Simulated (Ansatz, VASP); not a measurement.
# HgTe: VASP beside Ansatz

```
Hg Te
1.0
    -3.04560    3.04560    1.55941
     3.04560   -3.04560    1.55941
     3.04560    3.04560   -1.55941
Hg Te
1 1
Direct
  0.75000 0.25000 0.50000
  0.00000 0.00000 0.00000
```

Alike in both runs: task relaxation of cell and atoms; functional PBEsol; dispersion D4; k mesh 10 × 10 × 10; occupations fermi-dirac, width 0.05 eV; no spin polarisation.

|  | VASP | Ansatz |
| --- | --- | --- |
| version | VASP 6.6.1 | Ansatz 0.2.0 |
| potentials or method | VASP PAW PBE potentials, release 64 (Hg, Te), cutoff 600 eV | all-electron LAPW, scalar-relativistic |

VASP gave:

```
relaxed volume (Å³/atom)                                     : 25.94
relaxed cell length with the largest relative difference (Å) : 4.347
```

Task: What did Ansatz give for the same quantities?

Result: Relaxed volume (Å³/atom): 25.85; relaxed cell length with the largest relative difference (Å): 4.341.

VASP's potentials were made for PBE, not for PBEsol. Ansatz ran all-electron here, and VASP with PAW potentials.

Neither program's run includes spin-orbit coupling.
